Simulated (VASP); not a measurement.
# Nb (Fm-3m) in VASP: a series of runs, part 2 of 2

VASP 6.6.1. The steps go on from the part before.

### 3 Relaxation of cell and atoms, LDA

This run uses another cell than the first one, of 17.68 Å³/atom, 0.997 times its volume.

INCAR reads:

```
SYSTEM = Nb
PREC = Accurate ; ENCUT = 600
EDIFF = 1E-6 ; ISMEAR = 0
SIGMA = 0.1 ; LREAL = .False.
LASPH = .True. ; NELM = 80
ALGO = Normal ; ISIF = 3
LWAVE = .False. ; LCHARG = .False.
IBRION = 2 ; NSW = 100
EDIFFG = -0.005
```

KPOINTS reads:

```
Automatic mesh
0
Gamma
  18 18 18
  0 0 0
```

POSCAR reads:

```
Nb
1.0
    0.0000000000      2.0675231415      2.0675231415
    2.0675231415      0.0000000000      2.0675231415
    2.0675231415      2.0675231415      0.0000000000
Nb
1
Direct
    0.0000000000      0.0000000000      0.0000000000
```

Potentials or basis: VASP PAW LDA potentials, release 64 (Nb_sv).

The run is started by

```
cat potpaw_LDA.64/Nb_sv/POTCAR > POTCAR
mpirun -np 1 vasp_std > vasp.out
```

OUTCAR:

```text
SYSTEM = Nb
   PREC = Accurate
   ENCUT = 600
   EDIFF = 1E-6
   ISMEAR = 0
   LREAL = .False.
   LASPH = .True.
   NELM = 80
   ISIF = 3
   IBRION = 2
   NSW = 100
   EDIFFG = -0.005

 ion  position               nearest neighbor table
   1  0.000  0.000  0.000-

  LATTYP: Found a face centered cubic cell.
 ALAT       =     4.1350462830

  Lattice vectors:

 A1 = (   0.0000000000,   2.0675231415,   2.0675231415)
 A2 = (   2.0675231415,   0.0000000000,   2.0675231415)
 A3 = (   2.0675231415,   2.0675231415,   0.0000000000)

Analysis of symmetry for initial positions (statically):
=====================================================================
 Subroutine PRICEL returns:
 Original cell was already a primitive cell.

 Routine SETGRP: Setting up the symmetry group for a
 face centered cubic supercell.

 Subroutine GETGRP returns: Found 48 space group operations
 (whereof 48 operations were pure point group operations)
 out of a pool of 48 trial point group operations.

The static configuration has the point symmetry O_h .

Analysis of symmetry for dynamics (positions and initial velocities):
=====================================================================
 Subroutine PRICEL returns:
 Original cell was already a primitive cell.

 Routine SETGRP: Setting up the symmetry group for a
 face centered cubic supercell.

 Subroutine GETGRP returns: Found 48 space group operations
 (whereof 48 operations were pure point group operations)
 out of a pool of 48 trial point group operations.

The dynamic configuration has the point symmetry O_h .

 Subroutine INISYM returns: Found 48 space group operations
 (whereof 48 operations are pure point group operations),
 and found     1 'primitive' translations

----------------------------------------------------------------------------------------

                                     Primitive cell

  volume of cell :      17.6759

  direct lattice vectors                    reciprocal lattice vectors
     0.000000000  2.067523142  2.067523142    -0.241835262  0.241835262  0.241835262
     2.067523142  0.000000000  2.067523142     0.241835262 -0.241835262  0.241835262
     2.067523142  2.067523142  0.000000000     0.241835262  0.241835262 -0.241835262

  length of vectors
     2.923919267  2.923919267  2.923919267     0.418870960  0.418870960  0.418870960

  position of ions in fractional coordinates (direct lattice)
     0.000000000  0.000000000  0.000000000

  ion indices of the primitive-cell ions
   primitive index   ion index
                 1           1

----------------------------------------------------------------------------------------

 KPOINTS: Automatic mesh

Automatic generation of k-mesh.
 Grid dimensions read from file:
 generate k-points for:   18   18   18

 Generating k-lattice:

  Cartesian coordinates                     Fractional coordinates (reciprocal lattice)
    -0.013435292  0.013435292  0.013435292     0.055555556  0.000000000  0.000000000
     0.013435292 -0.013435292  0.013435292     0.000000000  0.055555556  0.000000000
     0.013435292  0.013435292 -0.013435292     0.000000000  0.000000000  0.055555556

  Length of vectors
     0.023270609  0.023270609  0.023270609

  Shift w.r.t. Gamma in fractional coordinates (k-lattice)
     0.000000000  0.000000000  0.000000000

[... 42 lines left out ...]
   ISTART =      0    job   : 0-new  1-cont  2-samecut
   ICHARG =      2    charge: 1-file 2-atom 10-const
   ISPIN  =      1    spin polarized calculation?
   LNONCOLLINEAR =      F non collinear calculations
   LSORBIT =      F    spin-orbit coupling
   LASPH  =      T    aspherical Exc in radial PAW
   ENCUT  =  600.0 eV  44.10 Ry    6.64 a.u.   5.84  5.84  5.84*2*pi/ulx,y,z
   NELM   =     80;   NELMIN=  2; NELMDL= -5     # of ELM steps
   EDIFF  = 0.1E-05   stopping-criterion for ELM
   LREAL  =      F    real-space projection
   EDIFFG = -.5E-02   stopping-criterion for IOM
   NSW    =    100    number of steps for IOM
   IBRION =      2    ionic relax: 0-MD 1-quasi-New 2-CG
   NFREE  =      1    steps in history (QN), initial steepest desc. (CG)
   ISIF   =      3    stress and relaxation
   ISYM   =      2    0-nonsym 1-usesym 2-fastsym
   POTIM  = 0.5000    time-step for ionic-motion
   TEBEG  =    0.0;   TEEND  =   0.0 temperature during run
   PSTRESS=    0.0 pullay stress
   NELECT =      13.0000    total number of electrons
   NUPDOWN=      -1.0000    fix difference up-down
   EMIN   =  10.00;   EMAX   =-10.00  energy-range for DOS
   EFERMI =   0.00;   METHOD = LEGACY
   ISMEAR =     0;   SIGMA  =   0.10  broadening in eV -4-tet -1-fermi 0-gaus
   EFERMI_NEDOS =   21; number of points for ismear=-14 and -15
   IALGO  =     38    algorithm
   IMIX   =      4    mixing-type and parameters
     AMIX     =   0.40;   BMIX     =  1.00
     AMIX_MAG =   1.60;   BMIX_MAG =  1.00
  volume/ion in A,a.u.               =      17.68       119.28
  Fermi-wavevector in a.u.,A,eV,Ry     =   1.477732  2.792508 29.710917  2.183691
  Thomas-Fermi vector in A             =   2.592100
   LORBIT       =      0    0 simple, 1 ext, 2 COOP (PROOUT), +10 PAW based schemes
   GGA     = CA    functional components
   LHFCALC =     F    Hartree Fock is set to
   AEXX    =    0.0000 exact exchange contribution
   IVDW    =     0    specifies the selected vdW correction
   LEPSILON=     F    determine dielectric tensor
   LRPA    =     F    only Hartree local field effects (RPA)
 conjugate gradient relaxation of ions
 non-spin polarized calculation
 Gauss-broadening in eV      SIGMA  =   0.10
  energy-cutoff  :      600.00
  volume of cell :       17.68
 maximum number of plane-waves:       609
   NGX = 11   NGY = 11   NGZ = 11

--------------------------------------- Ionic step        1  -------------------------------------------

 number of electron      13.0000000 magnetization

 Free energy of the ion-electron system (eV)
  ---------------------------------------------------
  ext. energy  EPLUGINS =         0.00000000
  ---------------------------------------------------
  free energy    TOTEN  =       -10.89457647 eV

  energy without entropy =      -10.88788456  energy(sigma->0) =      -10.89123052

------------------------ aborting loop because EDIFF is reached ----------------------------------------

  FORCE on cell =-STRESS in cart. coord.  units (eV):
  Direction    XX          YY          ZZ          XY          YZ          ZX
  --------------------------------------------------------------------------------------
  -------------------------------------------------------------------------------------
  Total        0.0517678      0.0517678      0.0517678      0.0000000     -0.0000000      0.0000000
  in kB        4.6923394      4.6923394      4.6923394      0.0000000     -0.0000000      0.0000000
  external PRESSURE =       4.6923394 kB  Pullay stress =       0.0000000 kB
[... 57 lines left out ...]
--------------------------------------- Ionic step        3  -------------------------------------------

 number of electron      13.0000000 magnetization

 Free energy of the ion-electron system (eV)
  ---------------------------------------------------
  ext. energy  EPLUGINS =         0.00000000
  ---------------------------------------------------
  free energy    TOTEN  =       -10.89464597 eV

  energy without entropy =      -10.88795478  energy(sigma->0) =      -10.89130038

 E-fermi :  11.5927     XC(G=0): -12.8003

 val. band max:       11.5795732966   @ k =   0.3889   0.0000   0.0000
 cond. band min:      11.5968438579   @ k =   0.3333   0.1667   0.0556
 fundamental gap:      0.0172705613
 Fermi energy:        11.5926801387

 k-point     1 :       0.0000    0.0000    0.0000
  band No.  band energies     occupation
      1     -42.8371      2.00000
      2     -18.2606      2.00000
      3     -18.2606      2.00000
      4     -18.2606      2.00000
      5       5.2571      2.00000
      6      11.6314      0.58413
      7      11.6314      0.58413
      8      11.6314      0.58413
      9      14.4221      0.00000
     10      14.4221      0.00000
[... 287 lines left out ...]
 k-point    24 :      -0.2222    0.0556    0.0000
  band No.  band energies     occupation
      1     -42.7157      2.00000
      2     -18.9739      2.00000
      3     -18.3981      2.00000
      4     -18.3333      2.00000
      5       7.1355      2.00000
      6      10.7309      2.00000
      7      12.0017      0.00000
      8      12.1246      0.00000
      9      13.9804      0.00000
     10      14.9123      0.00000

 [... further k-points ...]

------------------------ aborting loop because EDIFF is reached ----------------------------------------

  FORCE on cell =-STRESS in cart. coord.  units (eV):
  Direction    XX          YY          ZZ          XY          YZ          ZX
  --------------------------------------------------------------------------------------
  -------------------------------------------------------------------------------------
  Total        0.0005688      0.0005688      0.0005688     -0.0000000      0.0000000     -0.0000000
  in kB        0.0514199      0.0514199      0.0514199     -0.0000000      0.0000000     -0.0000000
  external PRESSURE =       0.0514199 kB  Pullay stress =       0.0000000 kB
[... 16 lines left out ...]
  FREE ENERGIE OF THE ION-ELECTRON SYSTEM (eV)
  ---------------------------------------------------
  free  energy   TOTEN  =       -10.8946459717 eV

  energy  without entropy=      -10.8879547798  energy(sigma->0) =      -10.89130038

 reached required accuracy - stopping structural energy minimisation
```

CONTCAR:

```text
Nb
   1.00000000000000
     0.0000000000000000    2.0693181814565111    2.0693181814565111
     2.0693181814565111   -0.0000000000000000    2.0693181814565111
     2.0693181814565111    2.0693181814565111    0.0000000000000000
  Nb
     1
Direct
     0.0000000000000000    0.0000000000000000    0.0000000000000000

  0.00000000E+00  0.00000000E+00  0.00000000E+00
```

Wall time 42 s (1 thread of Intel Xeon Platinum 8375C at 2.90GHz (Ice Lake), shared host); peak memory 0.16 GiB.

What came out:

- Free energy: -10.8946 eV
- Relaxed volume: 17.72 Å³/atom
- Relaxed cell: a = 2.926 Å, b = 2.926 Å, c = 2.926 Å, α = 60.00°, β = 60.00°, γ = 60.00°
- Space group after relaxing (to 0.05 Å): Fm-3m (No. 225)
- Energy gained by relaxing: 0.1 meV/atom
- Ionic steps: 3
- Pressure after relaxing: 0.0 GPa

Final structure:
```
Nb
1.0
     0.00000    2.06932    2.06932
     2.06932    0.00000    2.06932
     2.06932    2.06932    0.00000
Nb
1
Cartesian
  0.0000 0.0000 0.0000
```
